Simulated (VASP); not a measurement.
# AgB2 in VASP: notebook

Runs on AgB2. Level: PBEsol. Tasks: single point.

All numbers are computed with VASP 6.6.1; they aren't measurements. Logs are shortened: lines on timing, memory, paths and dates and some standing lists are left out, and cuts for length are marked.

**1. The cell of the first run**

It takes space group P6/mmm (No. 191, hexagonal). The conventional cell has a = 2.953 Å, b = 2.953 Å, c = 3.784 Å, α = 90.00°, β = 90.00°, γ = 120.00°. Within 3.4 Å of Ag (site symmetry 6/mmm) lie 12 B at 2.55 Å and 6 Ag at 2.95 Å. B (site symmetry -6m2) has 3 B at 1.70 Å within 2.3 Å.

**2. Single point, PBEsol**

Contents of INCAR:

```
PREC     = Accurate       # precision mode
ENCUT    = 520            # plane-wave cutoff, eV
EDIFF    = 1E-6           # SCF threshold, eV
ISMEAR   = -1             # smearing method
SIGMA    = 0.05           # smearing width, eV
LREAL    = F              # projectors in reciprocal space
LASPH    = T              # aspherical terms in the spheres
NELM     = 100            # most SCF steps
ALGO     = Normal         # electronic algorithm
ISIF     = 2              # what is computed and relaxed
LWAVE    = F              # write WAVECAR
LCHARG   = T              # write CHGCAR
GGA      = PS             # functional
LELF     = T              # ELF
LVHAR    = T            
NBANDS   = 16             # bands
```

Contents of KPOINTS:

```
Automatic mesh
0
Gamma
  8 8 4
```

Contents of POSCAR:

```
AgB2
1.0
    2.9528452941      0.0000000000      0.0000000000
   -1.4764226471      2.5572390381      0.0000000000
    0.0000000000      0.0000000000      3.7843714246
Ag B
1 2
Direct
    0.0000000000      0.0000000000      0.0000000000
    0.3333333333      0.6666666667      0.4999995106
    0.6666666667      0.3333333333      0.5000004894
```

Potentials or basis: VASP PAW PBE potentials, release 64 (Ag, B).

On the command line:

```console
> cat potpaw_PBE.64/Ag/POTCAR potpaw_PBE.64/B/POTCAR > POTCAR
> mpirun -np 1 vasp_std > vasp.out
```

OUTCAR:

```text
PREC = Accurate
   ENCUT = 520
   EDIFF = 1E-6
   ISMEAR = -1
   LREAL = F
   LASPH = T
   NELM = 100
   ISIF = 2
   GGA = PS

 ion  position               nearest neighbor table
   1  0.000  0.000  0.000-   2 2.55   3 2.55   2 2.55   3 2.55   3 2.55   2 2.55   3 2.55   2 2.55
                             2 2.55   3 2.55   3 2.55   2 2.55
   2  0.333  0.667  0.500-   3 1.70   3 1.70   3 1.70   1 2.55   1 2.55   1 2.55   1 2.55   1 2.55
                             1 2.55
   3  0.667  0.333  0.500-   2 1.70   2 1.70   2 1.70   1 2.55   1 2.55   1 2.55   1 2.55   1 2.55
                             1 2.55

  LATTYP: Found a hexagonal cell.
 ALAT       =     2.9528452941
 C/A-ratio  =     1.2816016580

  Lattice vectors:

 A1 = (   2.9528452941,   0.0000000000,   0.0000000000)
 A2 = (  -1.4764226471,   2.5572390381,   0.0000000000)
 A3 = (   0.0000000000,   0.0000000000,   3.7843714246)

Analysis of symmetry for initial positions (statically):
=====================================================================
 Subroutine PRICEL returns:
 Original cell was already a primitive cell.

 Routine SETGRP: Setting up the symmetry group for a
 hexagonal supercell.

 Subroutine GETGRP returns: Found 24 space group operations
 (whereof 24 operations were pure point group operations)
 out of a pool of 24 trial point group operations.

The static configuration has the point symmetry D_6h.

Analysis of symmetry for dynamics (positions and initial velocities):
=====================================================================
 Subroutine PRICEL returns:
 Original cell was already a primitive cell.

 Routine SETGRP: Setting up the symmetry group for a
 hexagonal supercell.

 Subroutine GETGRP returns: Found 24 space group operations
 (whereof 24 operations were pure point group operations)
 out of a pool of 24 trial point group operations.

The dynamic configuration has the point symmetry D_6h.

 Subroutine INISYM returns: Found 24 space group operations
 (whereof 24 operations are pure point group operations),
 and found     1 'primitive' translations

----------------------------------------------------------------------------------------

                                     Primitive cell

  volume of cell :      28.5763

  direct lattice vectors                    reciprocal lattice vectors
     2.952845294  0.000000000  0.000000000     0.338656415  0.195523372  0.000000000
    -1.476422647  2.557239038  0.000000000     0.000000000  0.391046744  0.000000000
[... 90 lines left out ...]
   NSW    =      0    number of steps for IOM
   IBRION =     -1    ionic relax: 0-MD 1-quasi-New 2-CG
   NFREE  =      0    steps in history (QN), initial steepest desc. (CG)
   ISIF   =      2    stress and relaxation
   ISYM   =      2    0-nonsym 1-usesym 2-fastsym
   POTIM  = 0.5000    time-step for ionic-motion
   TEBEG  =    0.0;   TEEND  =   0.0 temperature during run
   PSTRESS=    0.0 pullay stress
   NELECT =      17.0000    total number of electrons
   NUPDOWN=      -1.0000    fix difference up-down
   EMIN   =  10.00;   EMAX   =-10.00  energy-range for DOS
   EFERMI =   0.00;   METHOD = LEGACY
   ISMEAR =    -1;   SIGMA  =   0.05  broadening in eV -4-tet -1-fermi 0-gaus
   EFERMI_NEDOS =   21; number of points for ismear=-14 and -15
   IALGO  =     38    algorithm
   IMIX   =      4    mixing-type and parameters
     AMIX     =   0.40;   BMIX     =  1.00
     AMIX_MAG =   1.60;   BMIX_MAG =  1.00
  volume/ion in A,a.u.               =       9.53        64.28
  Fermi-wavevector in a.u.,A,eV,Ry     =   1.376858  2.601885 25.793088  1.895738
  Thomas-Fermi vector in A             =   2.502065
   LORBIT       =      0    0 simple, 1 ext, 2 COOP (PROOUT), +10 PAW based schemes
   GGA     = PS    functional components
   LHFCALC =     F    Hartree Fock is set to
   AEXX    =    0.0000 exact exchange contribution
   IVDW    =     0    specifies the selected vdW correction
   LEPSILON=     F    determine dielectric tensor
   LRPA    =     F    only Hartree local field effects (RPA)
 non-spin polarized calculation
  energy-cutoff  :      520.00
  volume of cell :       28.58
 maximum number of plane-waves:       806
 NGX is ok and might be reduce to    24
   NGX = 11   NGY = 11   NGZ = 15

 number of electron      16.9999999 magnetization

 Free energy of the ion-electron system (eV)
  ---------------------------------------------------
  ext. energy  EPLUGINS =         0.00000000
  ---------------------------------------------------
  free energy    TOTEN  =       -15.69491924 eV

  energy without entropy =      -15.68181104  energy(sigma->0) =      -15.68836514

 E-fermi :   8.5189     XC(G=0): -12.7453

 val. band max:        8.5114149601   @ k =   0.1250   0.1250   0.5000
 cond. band min:       8.5394049295   @ k =   0.1250   0.0000   0.5000
 fundamental gap:      0.0279899694
 Fermi energy:         8.5189429087

 k-point     1 :       0.0000    0.0000    0.0000
  band No.  band energies     occupation
      1      -4.5696      2.00000
      2       2.1824      2.00000
      3       3.1597      2.00000
      4       3.1597      2.00000
      5       4.2798      2.00000
      6       4.2798      2.00000
[... 433 lines left out ...]
      3       1.9613      2.00000
      4       3.1069      2.00000
      5       3.9825      2.00000
      6       4.0861      2.00000
[... 8 lines left out ...]
     15      23.5534      0.00000
     16      23.8783      0.00000

 [... further k-points ...]

------------------------ aborting loop because EDIFF is reached ----------------------------------------

  FORCE on cell =-STRESS in cart. coord.  units (eV):
  Direction    XX          YY          ZZ          XY          YZ          ZX
  --------------------------------------------------------------------------------------
  -------------------------------------------------------------------------------------
  Total        2.6882410      2.6882410      2.6557459     -0.0000000     -0.0000000     -0.0000000
  in kB      150.7207360    150.7207360    148.8988459     -0.0000000     -0.0000000     -0.0000000
  external PRESSURE =     150.1134393 kB  Pullay stress =       0.0000000 kB

 VOLUME and BASIS-vectors are now :
 -----------------------------------------------------------------------------
  energy-cutoff  :      520.00
  volume of cell :       28.58
      direct lattice vectors                 reciprocal lattice vectors
     2.952845294  0.000000000  0.000000000     0.338656415  0.195523372  0.000000000
    -1.476422647  2.557239038  0.000000000     0.000000000  0.391046744  0.000000000
     0.000000000  0.000000000  3.784371425     0.000000000  0.000000000  0.264244676

 POSITION                                       TOTAL-FORCE (eV/Angst)
 -----------------------------------------------------------------------------------
      0.00000      0.00000      0.00000        -0.000000      0.000000      0.000000
     -0.00000      1.70483      1.89218        -0.000000      0.000000      0.000000
      1.47642      0.85241      1.89219         0.000000     -0.000000      0.000000
 -----------------------------------------------------------------------------------
    total drift:                               -0.000000      0.000000     -0.000000

  FREE ENERGIE OF THE ION-ELECTRON SYSTEM (eV)
  ---------------------------------------------------
  free  energy   TOTEN  =       -15.6949192363 eV

  energy  without entropy=      -15.6818110366  energy(sigma->0) =      -15.68836514
```

OSZICAR:

```text
N       E                     dE             d eps       ncg     rms          rms(c)
DAV:   1     0.656559115436E+02    0.65656E+02   -0.77955E+03   976   0.973E+02
DAV:   2    -0.184574198046E+02   -0.84113E+02   -0.75541E+02  1264   0.217E+02
DAV:   3    -0.202539607086E+02   -0.17965E+01   -0.17904E+01  1128   0.328E+01
DAV:   4    -0.202587084357E+02   -0.47477E-02   -0.47475E-02  1248   0.180E+00
DAV:   5    -0.202587388920E+02   -0.30456E-04   -0.30456E-04  1104   0.143E-01    0.133E+01
DAV:   6    -0.161648152882E+02    0.40939E+01   -0.91218E+00  1128   0.461E+01    0.138E+01
DAV:   7    -0.157437844530E+02    0.42103E+00   -0.19421E+00  1000   0.161E+01    0.542E+00
DAV:   8    -0.156995111780E+02    0.44273E-01   -0.16950E-01  1072   0.427E+00    0.132E+00
DAV:   9    -0.156960398375E+02    0.34713E-02   -0.79795E-03  1120   0.145E+00    0.319E-01
DAV:  10    -0.156954241507E+02    0.61569E-03   -0.28981E-03  1048   0.622E-01    0.122E-01
DAV:  11    -0.156949149438E+02    0.50921E-03   -0.55396E-04  1056   0.338E-01    0.193E-02
DAV:  12    -0.156949215531E+02   -0.66094E-05   -0.55837E-05  1088   0.797E-02    0.103E-02
DAV:  13    -0.156949193129E+02    0.22402E-05   -0.49391E-06  1168   0.349E-02    0.232E-03
DAV:  14    -0.156949192363E+02    0.76654E-07   -0.30575E-07   560   0.506E-03
   1 F= -.15694919E+02 E0= -.15688365E+02  d E =-.131082E-01
```

It took 11 s on 1 thread of Intel Xeon Platinum 8488C (Sapphire Rapids), shared host; peak memory 0.15 GiB.

Results:

* Free energy: -15.6949 eV
* Pressure: 15.0 GPa
* Band gap on the k mesh: zero (an odd number of electrons rules out a gap without spin polarisation)

Stress tensor (GPa, compression positive):
```
15.07  0.00  0.00
 0.00 15.07  0.00
 0.00  0.00 14.89
```

Levels at points of the mesh, in eV from the Fermi level:
| k point | band 4 | band 5 | band 6 | band 7 | band 8 | band 9 | band 10 | band 11 | band 12 | band 13 |
| --- | --- | --- | --- | --- | --- | --- | --- | --- | --- | --- |
| (0.00, 0.00, 0.00) | -5.36 | -4.24 | -4.24 | -4.14 | 1.25 | 1.25 | 2.35 | 7.29 | 7.29 | 9.52 |
| (0.50, 0.00, 0.00) | -6.21 | -4.56 | -3.58 | -2.70 | -2.16 | 2.40 | 3.39 | 4.34 | 6.55 | 8.59 |
| (0.00, 0.00, 0.50) | -5.17 | -5.13 | -4.48 | -4.48 | 0.74 | 0.74 | 8.76 | 9.00 | 9.00 | 9.12 |
| (0.50, 0.00, 0.50) | -5.56 | -4.31 | -3.56 | -3.34 | -2.29 | -0.20 | 1.30 | 6.39 | 10.05 | 10.44 |

Caveat: the k points lie up to 0.42 Å⁻¹ apart, too coarse for converged energies and pressures of a metal; the PAW data sets were made with another functional, which shifts forces and pressure a little.

(Part 1 of 2 ends here.)
